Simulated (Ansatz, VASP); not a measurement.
Two plane-wave programs on BiH3

INCAR

```
PREC = Accurate ; ENCUT = 500
EDIFF = 1E-7 ; ISMEAR = 0
SIGMA = 0.1 ; LREAL = False
LASPH = True ; NELM = 120
ALGO = Normal ; ISIF = 3
LWAVE = False ; LCHARG = False
GGA = PE ; IBRION = 2
NSW = 100 ; EDIFFG = -0.01
GGA_COMPAT = False ; NELMIN = 4
```

Contents of KPOINTS:

```
regular mesh
0
Gamma
  12 12 10
```

POSCAR

```
BiH3
1.0
    5.0630835145      0.0000000000      0.0000000000
   -2.5315417572      4.3847589450      0.0000000000
    0.0000000000      0.0000000000      3.9090765126
Bi H
2 6
Direct
    0.3333333333      0.6666666667      0.2500000000
    0.6666666667      0.3333333333      0.7500000000
    0.8153113372      0.6306226745      0.2500000000
    0.1846886628      0.8153113372      0.7500000000
    0.3693773255      0.1846886628      0.2500000000
    0.1846886628      0.3693773255      0.7500000000
    0.8153113372      0.1846886628      0.2500000000
    0.6306226745      0.8153113372      0.7500000000
```

Input for Ansatz:

```yaml
crystal:
  lattice:
    - [5.0630835145, 0.0, 0.0]
    - [-2.5315417572, 4.384758945, 0.0]
    - [0.0, 0.0, 3.9090765126]
  atoms:
    - { symbol: Bi, position: [0.3333333333, 0.6666666667, 0.25] }
    - { symbol: Bi, position: [0.6666666667, 0.3333333333, 0.75] }
    - { symbol: H, position: [0.8153113372, 0.6306226745, 0.25] }
    - { symbol: H, position: [0.1846886628, 0.8153113372, 0.75] }
    - { symbol: H, position: [0.3693773255, 0.1846886628, 0.25] }
    - { symbol: H, position: [0.1846886628, 0.3693773255, 0.75] }
    - { symbol: H, position: [0.8153113372, 0.1846886628, 0.25] }
    - { symbol: H, position: [0.6306226745, 0.8153113372, 0.75] }
basis:
  ecutwfc: 420
kpoints:
  mp_grid: { grid: [12, 12, 10] }
hamiltonian:
  xc: pbe
scf:
  occupations: { method: gaussian, width: 0.1 }
output:
  forces: true
  stress: true
  eigenvalues: true
relax:
  adjacent_minimum: "off"
  f_tol: 0.01
  max_steps: 80
  cell: { stress_tol: 0.05 }
```

Alike in both runs: task relaxation of cell and atoms; functional PBE; k mesh 12 × 12 × 10; occupations gaussian, width 0.1 eV; no spin polarisation.

|  | VASP | Ansatz |
| --- | --- | --- |
| version | VASP 6.6.1 | Ansatz 0.2.0 |
| potentials or method | VASP PAW PBE potentials, release 64 (Bi_d, H), cutoff 500 eV | scalar-relativistic, plane waves, PAW |
| valence electrons in the cell | 36 | 36 |

|  | VASP | Ansatz | Ansatz less VASP |
| --- | --- | --- | --- |
| gap on the k mesh at the Fermi level, each at its own relaxed structure (eV) | none | none | - |
| relaxed volume (Å³/atom) | 13.99 | 16.84 | +2.857 |
| relaxed length of the cell vector where the two differ most in proportion (Å) | 6.135 | 6.753 | +0.6176 |

A gap of «none» marks a metal or a gap that the smearing closes. One of these differences is far larger than is usual between the two programs; its cause wasn't traced.

Neither program's run includes spin-orbit coupling. Noted on VASP's run: the volume moved by over 15 % at a fixed basis, so the end points are rough.
